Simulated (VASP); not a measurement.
Wanted: the native input for a VASP 6.6.1 run.

* Task: single point
* Functional: PBE
* Potentials or basis: VASP PAW PBE potentials, release 64 (Pd)
* Cutoff: 520 eV
* k mesh: 9 × 9 × 12
* Occupations: fermi-dirac, width 0.1 eV
* Spin: no spin polarisation
* Dipole correction: no
* Further INCAR settings: ALGO = Normal; EDIFF = 1e-06; NBANDS = 22

The structure of Pd lies in POSCAR:

```
Pd
1.0
    4.5041502062      0.0000000000      0.0000000000
   -2.2520751031      3.9007085010      0.0000000000
    0.0000000000      0.0000000000      2.6805721929
Pd
3
Direct
    0.0000000000      0.0000000000      0.0000000000
    0.3333333333      0.6666666667      0.5000000000
    0.6666666667      0.3333333333      0.5000000000
```

The input as run:

INCAR

```
PREC = Accurate ; ENCUT = 520
EDIFF = 1E-6 ; ISMEAR = -1
SIGMA = 0.1 ; LREAL = F
LASPH = T ; NELM = 100
ALGO = Normal ; ISIF = 2
LWAVE = F ; LCHARG = F
GGA = PE ; NBANDS = 22
```

KPOINTS

```
regular mesh
0
Gamma
  9 9 12
```

Potentials or basis: VASP PAW PBE potentials, release 64 (Pd).

Launch:

```bash
$ cat potpaw_PBE.64/Pd/POTCAR > POTCAR
$ mpirun -np 1 vasp_std > vasp.out
```

It gave:

```
Pressure               : -0.3 GPa
Band gap on the k mesh : zero (band 15 reaches 9.45 eV, above the bottom of band 16 at 8.57 eV)
```

Run time: 28 s on 1 thread of Intel(R) Xeon(R) 6975P-C (Granite Rapids) (shared host), peak memory 0.21 GiB.
